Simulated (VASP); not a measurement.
# Hf (P6_3/mmc) in VASP: settings compared

Aim: see how the results for Hf move with the level of theory and the settings. Levels: PBEsol, LDA, PBE. Tasks: relaxation of cell and atoms, single point.

All numbers are computed with VASP 6.6.1; they aren't measurements. Logs are shortened: lines on timing, memory, paths and dates and some standing lists are left out, and cuts for length are marked.

## Step 1: The cell of the first run

The structure is hexagonal, space group P6_3/mmc (No. 194). Conventional cell: a = 3.197 Å, b = 3.197 Å, c = 5.058 Å, α = 90.00°, β = 90.00°, γ = 120.00°. Hf (site symmetry -6m2) has 12 Hf at 3.13 to 3.20 Å within 4.1 Å.

## Step 2: Relaxation of cell and atoms, PBEsol

INCAR

```
  PREC = Accurate
  ENCUT = 600
  EDIFF = 1E-6
  ISMEAR = -1
  SIGMA = 0.05
  LREAL = F
  LASPH = T
  NELM = 60
  ALGO = Normal
  ISIF = 3
  LWAVE = F
  LCHARG = F
  GGA = PS
  IBRION = 2
  NSW = 60
  EDIFFG = -0.01
```

KPOINTS

```
Automatic mesh
0
Gamma
  10 10 5
```

POSCAR

```
Hf
1.0
    3.1967000000      0.0000000000      0.0000000000
   -1.5983500000      2.7684234083      0.0000000000
    0.0000000000      0.0000000000      5.0578000000
Hf
2
Direct
    0.6666666667      0.3333333333      0.7500000000
    0.3333333333      0.6666666667      0.2500000000
```

Potentials or basis: VASP PAW PBE potentials, release 64 (Hf_pv).

Command:

```console
cat potpaw_PBE.64/Hf_pv/POTCAR > POTCAR
mpirun -np 1 vasp_std > vasp.out
```

OUTCAR:

```text
PREC = Accurate
   ENCUT = 600
   EDIFF = 1E-6
   ISMEAR = -1
   LREAL = F
   LASPH = T
   NELM = 60
   ISIF = 3
   GGA = PS
   IBRION = 2
   NSW = 60
   EDIFFG = -0.01

 ion  position               nearest neighbor table
   1  0.667  0.333  0.750-   2 3.13   2 3.13   2 3.13   2 3.13   2 3.13   2 3.13
   2  0.333  0.667  0.250-   1 3.13   1 3.13   1 3.13   1 3.13   1 3.13   1 3.13

  LATTYP: Found a hexagonal cell.
 ALAT       =     3.1967000000
 C/A-ratio  =     1.5821941377

  Lattice vectors:

 A1 = (   3.1967000000,   0.0000000000,   0.0000000000)
 A2 = (  -1.5983500000,   2.7684234083,   0.0000000000)
 A3 = (   0.0000000000,   0.0000000000,   5.0578000000)

Analysis of symmetry for initial positions (statically):
=====================================================================
 Subroutine PRICEL returns:
 Original cell was already a primitive cell.

 Routine SETGRP: Setting up the symmetry group for a
 hexagonal supercell.

 Subroutine GETGRP returns: Found 24 space group operations
 (whereof 12 operations were pure point group operations)
 out of a pool of 24 trial point group operations.

The static configuration has the point symmetry D_3d.
 The point group associated with its full space group is D_6h.

Analysis of symmetry for dynamics (positions and initial velocities):
=====================================================================
 Subroutine PRICEL returns:
 Original cell was already a primitive cell.

 Routine SETGRP: Setting up the symmetry group for a
 hexagonal supercell.

 Subroutine GETGRP returns: Found 24 space group operations
 (whereof 12 operations were pure point group operations)
 out of a pool of 24 trial point group operations.

The dynamic configuration has the point symmetry D_3d.
 The point group associated with its full space group is D_6h.

 Subroutine INISYM returns: Found 24 space group operations
 (whereof 12 operations are pure point group operations),
 and found     1 'primitive' translations

----------------------------------------------------------------------------------------

                                     Primitive cell

  volume of cell :      44.7606

  direct lattice vectors                    reciprocal lattice vectors
     3.196700000  0.000000000  0.000000000     0.312822598  0.180608211  0.000000000
    -1.598350000  2.768423408  0.000000000     0.000000000  0.361216423  0.000000000
     0.000000000  0.000000000  5.057800000     0.000000000  0.000000000  0.197714421

  length of vectors
     3.196700000  3.196700000  5.057800000     0.361216423  0.361216423  0.197714421

  position of ions in fractional coordinates (direct lattice)
     0.666666667  0.333333333  0.750000000
     0.333333333  0.666666667  0.250000000

  ion indices of the primitive-cell ions
   primitive index   ion index
                 1           1
                 2           2

----------------------------------------------------------------------------------------

 KPOINTS: Automatic mesh

Automatic generation of k-mesh.
 Grid dimensions read from file:
 generate k-points for:   10   10    5

 Generating k-lattice:

  Cartesian coordinates                     Fractional coordinates (reciprocal lattice)
     0.031282260  0.018060821  0.000000000     0.100000000 -0.000000000  0.000000000
     0.000000000  0.036121642  0.000000000     0.000000000  0.100000000  0.000000000
     0.000000000  0.000000000  0.039542884     0.000000000  0.000000000  0.200000000

  Length of vectors
     0.036121642  0.036121642  0.039542884

  Shift w.r.t. Gamma in fractional coordinates (k-lattice)
     0.000000000  0.000000000  0.000000000

 Subroutine IBZKPT returns following result:
 ===========================================

 Found     42 irreducible k-points:

 Following reciprocal coordinates:
            Coordinates               Weight
  0.000000  0.000000  0.000000      1.000000
  0.100000  0.000000  0.000000      6.000000
  0.200000  0.000000  0.000000      6.000000
  0.300000  0.000000  0.000000      6.000000
  0.400000  0.000000  0.000000      6.000000
  0.500000  0.000000  0.000000      3.000000
[... 16 lines left out ...]
  0.300000  0.100000  0.200000     24.000000
  0.400000  0.100000  0.200000     24.000000
 [... further k-points ...]
   k-points           NKPTS =     42   k-points in BZ     NKDIM =     42   number of bands    NBANDS=     14
   number of dos      NEDOS =    301   number of ions     NIONS =      2
   total plane-waves  NPLWV =  31360
   dimension x,y,z NGX =    28 NGY =   28 NGZ =   40
   dimension x,y,z NGXF=    56 NGYF=   56 NGZF=   80
   ions per type =               2
   NGX,Y,Z   is equivalent  to a cutoff of  14.56, 14.56, 13.15 a.u.
   NGXF,Y,Z  is equivalent  to a cutoff of  29.12, 29.12, 26.30 a.u.
 SYSTEM =  unknown system
   PREC   = accura    normal or accurate (medium, high low for compatibility)
   ISTART =      0    job   : 0-new  1-cont  2-samecut
   ICHARG =      2    charge: 1-file 2-atom 10-const
   ISPIN  =      1    spin polarized calculation?
   LNONCOLLINEAR =      F non collinear calculations
   LSORBIT =      F    spin-orbit coupling
   LASPH  =      T    aspherical Exc in radial PAW
   ENCUT  =  600.0 eV  44.10 Ry    6.64 a.u.   6.38  6.38 10.10*2*pi/ulx,y,z
   NELM   =     60;   NELMIN=  2; NELMDL= -5     # of ELM steps
   EDIFF  = 0.1E-05   stopping-criterion for ELM
   LREAL  =      F    real-space projection
   EDIFFG = -.1E-01   stopping-criterion for IOM
   NSW    =     60    number of steps for IOM
   IBRION =      2    ionic relax: 0-MD 1-quasi-New 2-CG
   NFREE  =      1    steps in history (QN), initial steepest desc. (CG)
   ISIF   =      3    stress and relaxation
   ISYM   =      2    0-nonsym 1-usesym 2-fastsym
   POTIM  = 0.5000    time-step for ionic-motion
   TEBEG  =    0.0;   TEEND  =   0.0 temperature during run
   PSTRESS=    0.0 pullay stress
   NELECT =      20.0000    total number of electrons
   NUPDOWN=      -1.0000    fix difference up-down
   EMIN   =  10.00;   EMAX   =-10.00  energy-range for DOS
   EFERMI =   0.00;   METHOD = LEGACY
   ISMEAR =    -1;   SIGMA  =   0.05  broadening in eV -4-tet -1-fermi 0-gaus
   EFERMI_NEDOS =   21; number of points for ismear=-14 and -15
   IALGO  =     38    algorithm
   IMIX   =      4    mixing-type and parameters
     AMIX     =   0.40;   BMIX     =  1.00
     AMIX_MAG =   1.60;   BMIX_MAG =  1.00
  volume/ion in A,a.u.               =      22.38       151.03
  Fermi-wavevector in a.u.,A,eV,Ry     =   1.251563  2.365112 21.312311  1.566411
  Thomas-Fermi vector in A             =   2.385505
   LORBIT       =      0    0 simple, 1 ext, 2 COOP (PROOUT), +10 PAW based schemes
   GGA     = PS    functional components
   LHFCALC =     F    Hartree Fock is set to
   AEXX    =    0.0000 exact exchange contribution
   IVDW    =     0    specifies the selected vdW correction
   LEPSILON=     F    determine dielectric tensor
   LRPA    =     F    only Hartree local field effects (RPA)
 conjugate gradient relaxation of ions
 non-spin polarized calculation
  energy-cutoff  :      600.00
  volume of cell :       44.76
 maximum number of plane-waves:      1518
 NGX is ok and might be reduce to    28
   NGX = 13   NGY = 13   NGZ = 21

--------------------------------------- Ionic step        1  -------------------------------------------

 number of electron      20.0000001 magnetization

 Free energy of the ion-electron system (eV)
  ---------------------------------------------------
  ext. energy  EPLUGINS =         0.00000000
  ---------------------------------------------------
  free energy    TOTEN  =       -20.99013392 eV

  energy without entropy =      -20.97922577  energy(sigma->0) =      -20.98467985

------------------------ aborting loop because EDIFF is reached ----------------------------------------

  FORCE on cell =-STRESS in cart. coord.  units (eV):
  Direction    XX          YY          ZZ          XY          YZ          ZX
  --------------------------------------------------------------------------------------
  -------------------------------------------------------------------------------------
  Total       -1.1476484     -1.1476484     -1.2930896      0.0000000      0.0000000      0.0000000
  in kB      -41.0793334    -41.0793334    -46.2853072      0.0000000      0.0000000      0.0000000
  external PRESSURE =     -42.8146580 kB  Pullay stress =       0.0000000 kB

 VOLUME and BASIS-vectors are now :
 -----------------------------------------------------------------------------
  energy-cutoff  :      600.00
  volume of cell :       44.76
      direct lattice vectors                 reciprocal lattice vectors
     3.196700000  0.000000000  0.000000000     0.312822598  0.180608211  0.000000000
    -1.598350000  2.768423408  0.000000000     0.000000000  0.361216423  0.000000000
     0.000000000  0.000000000  5.057800000     0.000000000  0.000000000  0.197714421
[... 73 lines left out ...]
 POSITION                                       TOTAL-FORCE (eV/Angst)
 -----------------------------------------------------------------------------------
      1.57817      0.91116      3.73938        -0.000000     -0.000000      0.000000
     -0.00000      1.82231      1.24646         0.000000      0.000000      0.000000
 -----------------------------------------------------------------------------------
    total drift:                               -0.000000      0.000000     -0.000000

  FREE ENERGIE OF THE ION-ELECTRON SYSTEM (eV)
  ---------------------------------------------------
  free  energy   TOTEN  =       -21.0145094877 eV

  energy  without entropy=      -21.0052487919  energy(sigma->0) =      -21.00987914

--------------------------------------- Ionic step        4  -------------------------------------------

 number of electron      19.9999998 magnetization

 Free energy of the ion-electron system (eV)
  ---------------------------------------------------
  ext. energy  EPLUGINS =         0.00000000
  ---------------------------------------------------
  free energy    TOTEN  =       -21.01450803 eV

  energy without entropy =      -21.00528066  energy(sigma->0) =      -21.00989435

 E-fermi :   5.0146     XC(G=0): -11.5759

 val. band max:        4.9744796668   @ k =   0.1000   0.1000   0.2000
 cond. band min:       5.0231406629   @ k =   0.0000   0.0000   0.4000
 fundamental gap:      0.0486609962
 Fermi energy:         5.0146335240

 k-point     1 :       0.0000    0.0000    0.0000
  band No.  band energies     occupation
      1     -25.9696      2.00000
      2     -25.1134      2.00000
      3     -25.1134      2.00000
      4     -24.9678      2.00000
      5     -24.9660      2.00000
      6     -24.9660      2.00000
      7      -2.4853      2.00000
      8       1.1986      2.00000
      9       5.8715      0.00000
     10       6.2111      0.00000
     11       6.2111      0.00000
     12       6.5237      0.00000
     13       7.0811      0.00000
     14       7.0811      0.00000

 k-point     2 :       0.1000    0.0000    0.0000
  band No.  band energies     occupation
      1     -25.9400      2.00000
      2     -25.1763      2.00000
      3     -25.1344      2.00000
      4     -25.0323      2.00000
      5     -24.9816      2.00000
      6     -24.9743      2.00000
      7      -2.1697      2.00000
      8       1.5065      2.00000
      9       5.4327      0.00047
     10       5.5461      0.00005
[... 362 lines left out ...]
 k-point    24 :       0.4000    0.1000    0.2000
  band No.  band energies     occupation
      1     -25.8030      2.00000
      2     -25.6557      2.00000
      3     -25.4432      2.00000
      4     -25.3073      2.00000
      5     -25.1957      2.00000
      6     -25.1149      2.00000
      7       1.4771      2.00000
      8       2.4374      2.00000
      9       3.3107      2.00000
     10       3.9012      2.00000
     11       5.6627      0.00000
     12       6.1333      0.00000
     13       6.7318      0.00000
     14      10.0003      0.00000

 [... further k-points ...]

------------------------ aborting loop because EDIFF is reached ----------------------------------------

  FORCE on cell =-STRESS in cart. coord.  units (eV):
  Direction    XX          YY          ZZ          XY          YZ          ZX
  --------------------------------------------------------------------------------------
  -------------------------------------------------------------------------------------
  Total        0.0198508      0.0198508      0.0020681      0.0000000     -0.0000000      0.0000000
  in kB        0.7399487      0.7399487      0.0770880      0.0000000     -0.0000000      0.0000000
  external PRESSURE =       0.5189951 kB  Pullay stress =       0.0000000 kB

 VOLUME and BASIS-vectors are now :
 -----------------------------------------------------------------------------
  energy-cutoff  :      600.00
  volume of cell :       42.98
      direct lattice vectors                 reciprocal lattice vectors
     3.155527778 -0.000000000  0.000000000     0.316904198  0.182964724 -0.000000000
    -1.577763889  2.732767218 -0.000000000     0.000000000  0.365929448 -0.000000000
     0.000000000  0.000000000  4.984402066    -0.000000000  0.000000000  0.200625870

 POSITION                                       TOTAL-FORCE (eV/Angst)
 -----------------------------------------------------------------------------------
      1.57776      0.91092      3.73830        -0.000000      0.000000      0.000000
     -0.00000      1.82184      1.24610         0.000000     -0.000000      0.000000
 -----------------------------------------------------------------------------------
    total drift:                               -0.000000      0.000000     -0.000000

  FREE ENERGIE OF THE ION-ELECTRON SYSTEM (eV)
  ---------------------------------------------------
  free  energy   TOTEN  =       -21.0145080296 eV

  energy  without entropy=      -21.0052806618  energy(sigma->0) =      -21.00989435

 reached required accuracy - stopping structural energy minimisation
```

Run time: 79 s. Hardware: 1 thread of Intel Xeon Platinum 8488C (Sapphire Rapids), shared host; peak memory 0.19 GiB.

What came out:

```yaml
Free_energy: -21.0145 eV
Relaxed_volume: 21.49 Å³/atom
Relaxed_cell: a = 3.156 Å, b = 3.156 Å, c = 4.984 Å, α = 90.00°, β = 90.00°, γ = 120.00°
Space_group_after_relaxing_to_0.1_Å: P6_3/mmc (No. 194)
Energy_gained_by_relaxing: 12.2 meV/atom
Ionic_steps: 4
Pressure_after_relaxing: 0.1 GPa
Band_gap_on_the_k_mesh: zero (bands 10 and 11 overlap by 1.51 eV)
```

Step by step:
```tsv
step	energy change (eV)	largest force (eV/Å)	pressure (GPa)	volume (Å³)
1	0.0000	0.0000	-4.28	44.76
2	0.0117	0.0000	5.97	41.00
3	-0.0244	0.0000	-0.04	43.02
4	-0.0244	0.0000	0.05	42.98
```

Final structure:
```
CELL_PARAMETERS angstrom
3.15553 0.00000 0.00000
-1.57776 2.73277 0.00000
0.00000 0.00000 4.98440
ATOMIC_POSITIONS crystal
Hf 0.66667 0.33333 0.75000
Hf 0.33333 0.66667 0.25000
```

Levels at points of the mesh, in eV from the Fermi level:
| k point | band 7 | band 8 | band 9 | band 10 | band 11 | band 12 | band 13 | band 14 |
| --- | --- | --- | --- | --- | --- | --- | --- | --- |
| (0.00, 0.00, 0.00) | -7.50 | -3.82 | 0.86 | 1.20 | 1.20 | 1.51 | 2.07 | 2.07 |
| (0.50, 0.00, 0.00) | -3.40 | -2.88 | -2.33 | -0.70 | 0.78 | 0.95 | 1.78 | 6.17 |

Caveat: the PAW data sets were made with another functional, which shifts forces and pressure a little; spin-orbit coupling is left out, which moves the levels of the heavy elements.

## Step 3: Single point, PBEsol, non-collinear spin, zero start, spin-orbit coupling

INCAR

```
SYSTEM = Hf
PREC     = Accurate       ! precision mode
ENCUT    = 520            ! plane-wave cutoff, eV
EDIFF    = 1E-7           ! SCF threshold, eV
ISMEAR   = -1             ! smearing method
SIGMA    = 0.05           ! smearing width, eV
LREAL    = .False.        ! projectors in reciprocal space
LASPH    = .True.         ! aspherical terms in the spheres
NELM     = 150            ! most SCF steps
ALGO     = Normal         ! electronic algorithm
ISIF     = 2              ! what is computed and relaxed
LWAVE    = .False.        ! write WAVECAR
LCHARG   = .False.        ! write CHGCAR
MAGMOM   = 0 0 0 0 0 0    ! initial moments
LORBIT   = 11             ! projections on sites
LSORBIT  = .True.         ! spin-orbit coupling
GGA_COMPAT= .False.      
LORBMOM  = .True.       
LMAXMIX  = 4              ! l up to which the mixer works
GGA      = PS             ! functional
NBANDS   = 32             ! bands
```

KPOINTS

```
regular mesh
0
Gamma
  7 7 4
  0 0 0
```

POSCAR is that of step 2.

Potentials or basis: VASP PAW PBE potentials, release 64 (Hf_pv).

Command:

```console
cat potpaw_PBE.64/Hf_pv/POTCAR > POTCAR
mpirun -np 1 vasp_ncl > vasp.out
```

It took 72 s on 1 thread of Intel Xeon Platinum 8488C (Sapphire Rapids), shared host; peak memory 0.27 GiB.

It converged, with:

```
Free energy                                           : -22.3608 eV
Pressure                                              : -4.2 GPa
Net moment                                            : 0.00 μB per cell
Valence electrons inside the program's atomic spheres : Hf 8.39
```

Stress tensor (GPa, compression positive):
```
-4.56  0.00  0.00
 0.00 -4.56  0.00
 0.00  0.00 -3.59
```

Moments on the atoms (μB; x, y, z):
```
Hf  0.00 0.00 0.00
Hf  0.00 0.00 0.00
```

Caveat: the cell stands under tension; the PAW data sets were made with another functional, which shifts forces and pressure a little.

## Step 4: Single point, LDA, non-collinear spin, zero start, spin-orbit coupling

INCAR

```
SYSTEM = Hf
PREC = Accurate ; ENCUT = 520
EDIFF = 1E-6 ; ISMEAR = -1
SIGMA = 0.05 ; LREAL = .False.
LASPH = .True. ; NELM = 150
ALGO = Fast ; ISIF = 2
LWAVE = .False. ; LCHARG = .True.
LNONCOLLINEAR = .True. ; MAGMOM = 0 0 0 0 0 0
LORBIT = 11 ; LSORBIT = .True.
GGA_COMPAT = .False. ; LORBMOM = .True.
LMAXMIX = 4 ; GGA = CA
LVHAR = .True. ; NBANDS = 32
```

KPOINTS

```
Automatic mesh
0
Gamma
  7 7 4
  0 0 0
```

POSCAR is that of step 3.

Potentials or basis: VASP PAW LDA potentials, release 64 (Hf_pv).

Command:

```console
cat potpaw_LDA.64/Hf_pv/POTCAR > POTCAR
mpirun -np 1 vasp_ncl > vasp.out
```

Run time: 83 s. Hardware: 1 thread of Intel Xeon Platinum 8488C (Sapphire Rapids), shared host; peak memory 0.23 GiB.

Results (log left out):

```yaml
Free_energy: -22.7299 eV
Pressure: -7.7 GPa
Net_moment: 0.00 μB per cell
Valence_electrons_inside_the_program's_atomic_spheres: Hf 8.42
```

Stress tensor (GPa, compression positive):
```
-7.91  0.00  0.00
 0.00 -7.91  0.00
 0.00  0.00 -7.38
```

Moments on the atoms (μB; x, y, z):
```
Hf  0.00 0.00 0.00
Hf  0.00 0.00 0.00
```

Caveat: the cell stands under tension.

## Step 5: Single point, PBE, non-collinear spin, zero start, spin-orbit coupling

INCAR

```
PREC = Accurate
ENCUT = 520
EDIFF = 1E-6
ISMEAR = -1
SIGMA = 0.05
LREAL = F
LASPH = T
NELM = 150
ALGO = Normal
ISIF = 2
LWAVE = F
LCHARG = T
MAGMOM = 0 0 0 0 0 0
LORBIT = 11
LSORBIT = T
GGA_COMPAT = F
LORBMOM = T
LMAXMIX = 4
GGA = PE
LVHAR = T
NBANDS = 32
```

KPOINTS

```
Automatic mesh
0
Gamma
  7 7 4
```

POSCAR is that of step 4.

Potentials or basis: VASP PAW PBE potentials, release 64 (Hf_pv).

Command:

```console
cat potpaw_PBE.64/Hf_pv/POTCAR > POTCAR
mpirun -np 1 vasp_ncl > vasp.out
```

Wall time 77 s (1 thread of Intel Xeon Platinum 8488C (Sapphire Rapids), shared host); peak memory 0.27 GiB.

Results (log left out):

* Free energy: -21.2220 eV
* Pressure: 0.2 GPa
* Net moment: 0.00 μB per cell
* Valence electrons inside the program's atomic spheres: Hf 8.38

Stress tensor (GPa, compression positive):
```
-0.15  0.00  0.00
 0.00 -0.15  0.00
 0.00  0.00  0.99
```

Moments on the atoms (μB; x, y, z):
```
Hf  0.00 0.00 0.00
Hf  0.00 0.00 0.00
```

## Step 6: Summary

| task | level | potentials or basis | spin | cell | k mesh | cutoff (eV) | pressure (GPa) | moment (μB) |
| --- | --- | --- | --- | --- | --- | --- | --- | --- |
| relaxation of cell and atoms | PBEsol | VASP PAW PBE potentials, release 64 (Hf_pv) | off | relaxed | 10 × 10 × 5 | 600 | 0.1 | - |
| single point | PBEsol | VASP PAW PBE potentials, release 64 (Hf_pv) | non-collinear, zero start, SOC | as given | 7 × 7 × 4 | 520 | -4.2 | 0.00 |
| single point | LDA | VASP PAW LDA potentials, release 64 (Hf_pv) | non-collinear, zero start, SOC | as given | 7 × 7 × 4 | 520 | -7.7 | 0.00 |
| single point | PBE | VASP PAW PBE potentials, release 64 (Hf_pv) | non-collinear, zero start, SOC | as given | 7 × 7 × 4 | 520 | 0.2 | 0.00 |

Alike in all rows: smearing fermi-dirac 0.05 eV.

Caveats: the PAW data sets were made with another functional, which shifts forces and pressure a little (at least some runs); the cell stands under tension (at least some runs); spin-orbit coupling is left out, which moves the levels of the heavy elements (at least some runs).

Absolute energies hang on the potentials; compare differences alone.
